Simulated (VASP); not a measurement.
Cu3N, 4 atoms in the cell. It takes space group Pm-3m (No. 221, cubic). The conventional cell has a = 3.807 Å, b = 3.807 Å, c = 3.807 Å, α = 90.00°, β = 90.00°, γ = 90.00°. Cu (site symmetry 4/mmm) has 2 N at 1.90 Å within 2.5 Å. N (site symmetry m-3m) has 6 Cu at 1.90 Å within 2.5 Å. 

```yaml
Program: VASP 6.6.1
Task: single point
Functional: PBEsol
Potentials_or_basis: VASP PAW PBE potentials, release 64 (Cu, N)
Cutoff: 600 eV
k_mesh: 6 × 6 × 6
Occupations: gaussian, width 0.01 eV
Spin: no spin polarisation
Dipole_correction: no
Further_INCAR_settings: ALGO = Normal; EDIFF = 1e-06; NBANDS = 27
```

Potentials or basis: VASP PAW PBE potentials, release 64 (Cu, N).

The run is started by

```console
$ cat potpaw_PBE.64/Cu/POTCAR potpaw_PBE.64/N/POTCAR > POTCAR
$ mpirun -np 1 vasp_std > vasp.out
```

Hardware: 1 thread of Intel Xeon 8259CL (shared host).

**Question.** Estimate the wall time of this run.

**Answer.** Run time: 54 s on 1 thread of Intel Xeon 8259CL, with other jobs on the host, peak memory 0.18 GiB. Counts: scf iterations 14, k points 20.
